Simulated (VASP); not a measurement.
MoS2:

```
Mo S
1.0
     3.16900    0.00000    0.00000
    -1.58450    2.74443    0.00000
     0.00000    0.00000   12.32400
Mo S
2 4
Direct
  0.33333 0.66667 0.25000
  0.66667 0.33333 0.75000
  0.33333 0.66667 0.62300
  0.33333 0.66667 0.87700
  0.66667 0.33333 0.12300
  0.66667 0.33333 0.37700
```

Base run:

| Item | Value |
| --- | --- |
| Program | VASP 6.6.1 |
| Functional | RPBE |
| Potentials or basis | VASP PAW PBE potentials, release 64 (Mo_sv, S) |
| Cutoff | 500 eV |
| k mesh | 9 × 9 × 2 |
| Occupations | fermi-dirac, width 0.05 eV |
| Spin | no spin polarisation |

Its results: band gap on the k mesh 1.02 eV (least direct gap 1.66 eV); pressure 4.5 GPa; largest force 0.024 eV/Å.

Question: The run is repeated on the same cell with these changes: functional from RPBE to LDA; potentials or basis from VASP PAW PBE potentials, release 64 (Mo_sv, S) to VASP PAW LDA potentials, release 64 (Mo_sv, S). What comes out?

Answer: Band gap on the k mesh 0.90 eV (least direct gap 1.66 eV); pressure -5.6 GPa; largest force 0.464 eV/Å.

Caveats: the cell stands under pressure (at least some runs); the PAW data sets were made with another functional, which shifts forces and pressure a little (at least some runs); this functional lacks dispersion, which binds layers or chains, so the pressure and a relaxed spacing across them are unreliable (at least some runs); the cell stands under tension (at least some runs).

A k mesh can miss the band edges.
